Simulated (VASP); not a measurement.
# TiAl3 (I4/mmm) in VASP: further runs

Runs on TiAl3. Level: PBE. Tasks: electric field gradients, single point.

Everything below comes from runs of VASP 6.6.1. Logs are shortened: lines on timing, memory, paths and dates and some standing lists are left out, and cuts for length are marked.

### Step 1. The cell of the first run

Symmetry: I4/mmm, No. 139, tetragonal system. Conventional cell: a = 3.822 Å, b = 3.822 Å, c = 8.561 Å, α = 90.00°, β = 90.00°, γ = 90.00°. Ti (site symmetry 4/mmm) has 12 Al at 2.70 to 2.87 Å within 3.6 Å. Al (site symmetry 4/mmm) has 4 Ti at 2.70 Å and 8 Al at 2.87 Å within 3.6 Å. Al (site symmetry -4m2) has 8 Al at 2.70 to 2.87 Å and 4 Ti at 2.87 Å within 3.6 Å.

### Step 2. Electric field gradients, PBE

Input file INCAR:

```
SYSTEM = TiAl3
PREC = Accurate
ENCUT = 520
EDIFF = 1E-8
ISMEAR = -1
SIGMA = 0.05
LREAL = .False.
LASPH = .True.
NELM = 60
ALGO = Normal
ISIF = 2
LWAVE = .False.
LCHARG = .False.
GGA = PE
LEFG = .True.
NBANDS = 18
```

Input file KPOINTS:

```
regular mesh
0
Gamma
  15 15 15
  0 0 0
```

Input file POSCAR:

```
TiAl3
1.0
   -1.9111067713      1.9111067713      4.2806687947
    1.9111067713     -1.9111067713      4.2806687947
    1.9111067713      1.9111067713     -4.2806687947
Ti Al
1 3
Direct
    0.0000000000      0.0000000000      0.0000000000
    0.5000000000      0.5000000000      0.0000000000
    0.7500000000      0.2500000000      0.5000000000
    0.2500000000      0.7500000000      0.5000000000
```

Potentials or basis: VASP PAW PBE potentials, release 64 (Ti_sv, Al).

Run with:

```sh
$ cat potpaw_PBE.64/Ti_sv/POTCAR potpaw_PBE.64/Al/POTCAR > POTCAR
$ mpirun -np 1 vasp_std > vasp.out
```

OUTCAR:

```text
SYSTEM = TiAl3
   PREC = Accurate
   ENCUT = 520
   EDIFF = 1E-8
   ISMEAR = -1
   LREAL = .False.
   LASPH = .True.
   NELM = 60
   ISIF = 2
   GGA = PE

 ion  position               nearest neighbor table
   1  0.000  0.000  0.000-   2 2.70   2 2.70   2 2.70   2 2.70   4 2.87   3 2.87   4 2.87   4 2.87
                             3 2.87   3 2.87   4 2.87   3 2.87
   2  0.500  0.500  0.000-   1 2.70   1 2.70   1 2.70   1 2.70   4 2.87   3 2.87   4 2.87   3 2.87
                             4 2.87   4 2.87   3 2.87   3 2.87
   3  0.750  0.250  0.500-   4 2.70   4 2.70   4 2.70   4 2.70   2 2.87   1 2.87   2 2.87   1 2.87
                             2 2.87   2 2.87   1 2.87   1 2.87
   4  0.250  0.750  0.500-   3 2.70   3 2.70   3 2.70   3 2.70   2 2.87   1 2.87   2 2.87   2 2.87
                             1 2.87   1 2.87   2 2.87   1 2.87

  LATTYP: Found a body centered tetragonal cell.
 ALAT       =     3.8222135426
 C/A-ratio  =     2.2398899208

  Lattice vectors:

 A1 = (  -1.9111067713,   1.9111067713,   4.2806687947)
 A2 = (   1.9111067713,  -1.9111067713,   4.2806687947)
 A3 = (   1.9111067713,   1.9111067713,  -4.2806687947)

Analysis of symmetry for initial positions (statically):
=====================================================================
 Subroutine PRICEL returns:
 Original cell was already a primitive cell.

 Routine SETGRP: Setting up the symmetry group for a
 body centered tetragonal supercell.

 Subroutine GETGRP returns: Found 16 space group operations
 (whereof 16 operations were pure point group operations)
 out of a pool of 16 trial point group operations.

The static configuration has the point symmetry D_4h.

Analysis of symmetry for dynamics (positions and initial velocities):
=====================================================================
 Subroutine PRICEL returns:
 Original cell was already a primitive cell.

 Routine SETGRP: Setting up the symmetry group for a
 body centered tetragonal supercell.

 Subroutine GETGRP returns: Found 16 space group operations
 (whereof 16 operations were pure point group operations)
 out of a pool of 16 trial point group operations.

The dynamic configuration has the point symmetry D_4h.

 Subroutine INISYM returns: Found 16 space group operations
 (whereof 16 operations are pure point group operations),
 and found     1 'primitive' translations

----------------------------------------------------------------------------------------

                                     Primitive cell

  volume of cell :      62.5376

  direct lattice vectors                    reciprocal lattice vectors
    -1.911106771  1.911106771  4.280668795     0.000000000  0.261628501  0.116804178
     1.911106771 -1.911106771  4.280668795     0.261628501  0.000000000  0.116804178
     1.911106771  1.911106771 -4.280668795     0.261628501  0.261628501  0.000000000

  length of vectors
     5.062487878  5.062487878  5.062487878     0.286518217  0.286518217  0.369998575

  position of ions in fractional coordinates (direct lattice)
     0.000000000  0.000000000  0.000000000
     0.500000000  0.500000000  0.000000000
     0.750000000  0.250000000  0.500000000
     0.250000000  0.750000000  0.500000000

  ion indices of the primitive-cell ions
   primitive index   ion index
                 1           1
                 2           2
                 3           3
                 4           4

----------------------------------------------------------------------------------------

 KPOINTS: regular mesh

Automatic generation of k-mesh.
 Grid dimensions read from file:
 generate k-points for:   15   15   15

 Generating k-lattice:

  Cartesian coordinates                     Fractional coordinates (reciprocal lattice)
     0.000000000  0.017441900  0.007786945     0.066666667  0.000000000  0.000000000
     0.017441900  0.000000000  0.007786945     0.000000000  0.066666667  0.000000000
     0.017441900  0.017441900  0.000000000     0.000000000  0.000000000  0.066666667

  Length of vectors
     0.019101214  0.019101214  0.024666572

  Shift w.r.t. Gamma in fractional coordinates (k-lattice)
     0.000000000  0.000000000  0.000000000

 Subroutine IBZKPT returns following result:
 ===========================================

 Found    288 irreducible k-points:

 Following reciprocal coordinates:
            Coordinates               Weight
  0.000000  0.000000  0.000000      1.000000
  0.066667  0.000000  0.000000      8.000000
  0.133333  0.000000  0.000000      8.000000
  0.200000 -0.000000  0.000000      8.000000
  0.266667  0.000000  0.000000      8.000000
  0.333333  0.000000  0.000000      8.000000
[... 16 lines left out ...]
  0.133333  0.133333  0.000000      8.000000
  0.200000  0.133333  0.000000     16.000000
 [... further k-points ...]
   k-points           NKPTS =    288   k-points in BZ     NKDIM =    288   number of bands    NBANDS=     18
   number of dos      NEDOS =    301   number of ions     NIONS =      4
   total plane-waves  NPLWV =  64000
   dimension x,y,z NGX =    40 NGY =   40 NGZ =   40
   dimension x,y,z NGXF=    80 NGYF=   80 NGZF=   80
   ions per type =               1   3
   NGX,Y,Z   is equivalent  to a cutoff of  13.14, 13.14, 13.14 a.u.
   NGXF,Y,Z  is equivalent  to a cutoff of  26.27, 26.27, 26.27 a.u.
 SYSTEM =  TiAl3
   PREC   = accura    normal or accurate (medium, high low for compatibility)
   ISTART =      0    job   : 0-new  1-cont  2-samecut
   ICHARG =      2    charge: 1-file 2-atom 10-const
   ISPIN  =      1    spin polarized calculation?
   LNONCOLLINEAR =      F non collinear calculations
   LSORBIT =      F    spin-orbit coupling
   LASPH  =      T    aspherical Exc in radial PAW
   ENCUT  =  520.0 eV  38.22 Ry    6.18 a.u.   9.41  9.41  9.41*2*pi/ulx,y,z
   NELM   =     60;   NELMIN=  2; NELMDL= -5     # of ELM steps
   EDIFF  = 0.1E-07   stopping-criterion for ELM
   LREAL  =      F    real-space projection
   EDIFFG = 0.1E-06   stopping-criterion for IOM
   NSW    =      0    number of steps for IOM
   IBRION =     -1    ionic relax: 0-MD 1-quasi-New 2-CG
   NFREE  =      0    steps in history (QN), initial steepest desc. (CG)
   ISIF   =      2    stress and relaxation
   ISYM   =      2    0-nonsym 1-usesym 2-fastsym
   POTIM  = 0.5000    time-step for ionic-motion
   TEBEG  =    0.0;   TEEND  =   0.0 temperature during run
   PSTRESS=    0.0 pullay stress
   NELECT =      21.0000    total number of electrons
   NUPDOWN=      -1.0000    fix difference up-down
   EMIN   =  10.00;   EMAX   =-10.00  energy-range for DOS
   EFERMI =   0.00;   METHOD = LEGACY
   ISMEAR =    -1;   SIGMA  =   0.05  broadening in eV -4-tet -1-fermi 0-gaus
   EFERMI_NEDOS =   21; number of points for ismear=-14 and -15
   IALGO  =     38    algorithm
   IMIX   =      4    mixing-type and parameters
     AMIX     =   0.40;   BMIX     =  1.00
     AMIX_MAG =   1.60;   BMIX_MAG =  1.00
  volume/ion in A,a.u.               =      15.63       105.51
  Fermi-wavevector in a.u.,A,eV,Ry     =   1.137891  2.150303 17.616776  1.294796
  Thomas-Fermi vector in A             =   2.274596
   LORBIT       =      0    0 simple, 1 ext, 2 COOP (PROOUT), +10 PAW based schemes
   GGA     = PE    functional components
   LHFCALC =     F    Hartree Fock is set to
   AEXX    =    0.0000 exact exchange contribution
   IVDW    =     0    specifies the selected vdW correction
   LEPSILON=     F    determine dielectric tensor
   LRPA    =     F    only Hartree local field effects (RPA)
 non-spin polarized calculation
  energy-cutoff  :      520.00
  volume of cell :       62.54
 maximum number of plane-waves:      1698
 NGX is ok and might be reduce to    40
   NGX = 19   NGY = 19   NGZ = 19

 number of electron      20.9999999 magnetization

 Free energy of the ion-electron system (eV)
  ---------------------------------------------------
  ext. energy  EPLUGINS =         0.00000000
  ---------------------------------------------------
  free energy    TOTEN  =       -20.66059714 eV

  energy without entropy =      -20.64653341  energy(sigma->0) =      -20.65356528

 E-fermi :   8.3664     XC(G=0): -10.7943

 val. band max:        8.3637747934   @ k =   0.2000  -0.0000   0.0000
 cond. band min:       8.3687356248   @ k =  -0.2667  -0.3333   0.1333
 fundamental gap:      0.0049608314
 Fermi energy:         8.3664313881

 k-point     1 :       0.0000    0.0000    0.0000
  band No.  band energies     occupation
      1     -48.0814      2.00000
      2     -24.3990      2.00000
      3     -24.3990      2.00000
      4     -24.3191      2.00000
      5      -1.7648      2.00000
      6       5.5004      2.00000
[... 10 lines left out ...]
     17      12.1951      0.00000
     18      12.1951      0.00000

 k-point     2 :       0.0667    0.0000    0.0000
  band No.  band energies     occupation
      1     -48.0814      2.00000
      2     -24.4002      2.00000
      3     -24.3989      2.00000
      4     -24.3190      2.00000
      5      -1.7091      2.00000
      6       5.2094      2.00000
[... 10 lines left out ...]
     17      12.2107      0.00000
     18      12.5344      0.00000

 k-point     3 :       0.1333    0.0000    0.0000
  band No.  band energies     occupation
      1     -48.0812      2.00000
      2     -24.4036      2.00000
      3     -24.3987      2.00000
      4     -24.3188      2.00000
      5      -1.5428      2.00000
      6       4.8497      2.00000
[... 10 lines left out ...]
     17      12.2851      0.00000
     18      13.2918      0.00000

 k-point     4 :       0.2000   -0.0000    0.0000
  band No.  band energies     occupation
      1     -48.0810      2.00000
      2     -24.4087      2.00000
      3     -24.3983      2.00000
      4     -24.3186      2.00000
      5      -1.2680      2.00000
      6       4.4553      2.00000
[... 375 lines left out ...]
      4     -24.3189      2.00000
      5      -1.6718      2.00000
      6       5.5789      2.00000
[... 10 lines left out ...]
     17      12.3629      0.00000
     18      12.6431      0.00000

 k-point    23 :       0.1333    0.1333    0.0000
  band No.  band energies     occupation
      1     -48.0810      2.00000
      2     -24.4036      2.00000
      3     -24.4030      2.00000
      4     -24.3188      2.00000
      5      -1.2517      2.00000
      6       4.2072      2.00000
[... 10 lines left out ...]
     17      13.2883      0.00000
     18      13.3390      0.00000

 k-point    24 :       0.2000    0.1333    0.0000
  band No.  band energies     occupation
      1     -48.0808      2.00000
      2     -24.4083      2.00000
      3     -24.4029      2.00000
      4     -24.3186      2.00000
      5      -0.9459      2.00000
      6       3.9415      2.00000
[... 10 lines left out ...]
     17      13.0994      0.00000
     18      13.8750      0.00000

 [... further k-points ...]

------------------------ aborting loop because EDIFF is reached ----------------------------------------

  FORCE on cell =-STRESS in cart. coord.  units (eV):
  Direction    XX          YY          ZZ          XY          YZ          ZX
  --------------------------------------------------------------------------------------
  -------------------------------------------------------------------------------------
  Total        0.8042315      0.8042315      0.8246765      0.0000000     -0.0000000      0.0000000
  in kB       20.6039332     20.6039332     21.1277233      0.0000000     -0.0000000      0.0000000
  external PRESSURE =      20.7785299 kB  Pullay stress =       0.0000000 kB

 VOLUME and BASIS-vectors are now :
 -----------------------------------------------------------------------------
  energy-cutoff  :      520.00
  volume of cell :       62.54
      direct lattice vectors                 reciprocal lattice vectors
    -1.911106771  1.911106771  4.280668795     0.000000000  0.261628501  0.116804178
     1.911106771 -1.911106771  4.280668795     0.261628501  0.000000000  0.116804178
     1.911106771  1.911106771 -4.280668795     0.261628501  0.261628501  0.000000000

 POSITION                                       TOTAL-FORCE (eV/Angst)
 -----------------------------------------------------------------------------------
      0.00000      0.00000      0.00000        -0.000000      0.000000      0.000000
      0.00000      0.00000      4.28067        -0.000000      0.000000      0.000000
      0.00000      1.91111      2.14033         0.000000     -0.000000      0.000000
      1.91111      0.00000      2.14033        -0.000000      0.000000     -0.000000
 -----------------------------------------------------------------------------------
    total drift:                               -0.000000     -0.000000     -0.000000

  FREE ENERGIE OF THE ION-ELECTRON SYSTEM (eV)
  ---------------------------------------------------
  free  energy   TOTEN  =       -20.6605971420 eV

  energy  without entropy=      -20.6465334128  energy(sigma->0) =      -20.65356528

 Electric field gradients (V/A^2)
---------------------------------------------------------------------
 ion       V_xx      V_yy      V_zz      V_xy      V_xz      V_yz
---------------------------------------------------------------------
   1      12.783    12.783   -25.565    -0.002    -0.001    -0.001
   2     -16.349   -16.349    32.697     0.000     0.000     0.000
   3       4.452     4.452    -8.904     0.000     0.000     0.000
   4       4.452     4.452    -8.904     0.000     0.000     0.000
---------------------------------------------------------------------

 Electric field gradients after diagonalization (V/A^2)
 (convention: |V_zz| > |V_xx| > |V_yy|)
----------------------------------------------------------------------
 ion       V_xx      V_yy      V_zz     asymmetry (V_yy - V_xx)/ V_zz
----------------------------------------------------------------------
   1      12.784    12.781   -25.565       0.000
   2     -16.349   -16.349    32.697       0.000
   3       4.452     4.452    -8.904       0.000
   4       4.452     4.452    -8.904       0.000
----------------------------------------------------------------------

           NMR quadrupolar parameters

 Cq : quadrupolar parameter    Cq=e*Q*V_zz/h
 eta: asymmetry parameters     (V_yy - V_xx)/ V_zz
 Q  : nuclear electric quadrupole moment in mb (millibarn)
----------------------------------------------------------------------
 ion       Cq(MHz)       eta       Q (mb)
----------------------------------------------------------------------
   1      -0.062       0.000       1.000
   2       0.079       0.000       1.000
   3      -0.022       0.000       1.000
   4      -0.022       0.000       1.000
----------------------------------------------------------------------
```

Run time: 16 min. Hardware: 1 thread of Oxide Virtual Turin-like, shared host; peak memory 0.43 GiB.

Results:

- Free energy: -20.6606 eV
- Pressure: 2.1 GPa
- Band gap on the k mesh: zero (an odd number of electrons rules out a gap without spin polarisation)
- Largest electric field gradient by atom: Ti -25.6; Al +32.7, -8.9 (each value once) V/Å²

Electric field gradients, principal values (V/Å²):
```tsv
atom	least	middle	greatest (by size)
1 Ti	12.781	12.784	-25.565
2 Al	-16.349	-16.349	32.697
3 Al	4.452	4.452	-8.904
4 Al	4.452	4.452	-8.904
```

Caveat: without QUAD_EFG the Cq values of the log hold for a quadrupole moment of 1 mb, not for the nuclei.

(Part 1 of 2 ends here.)
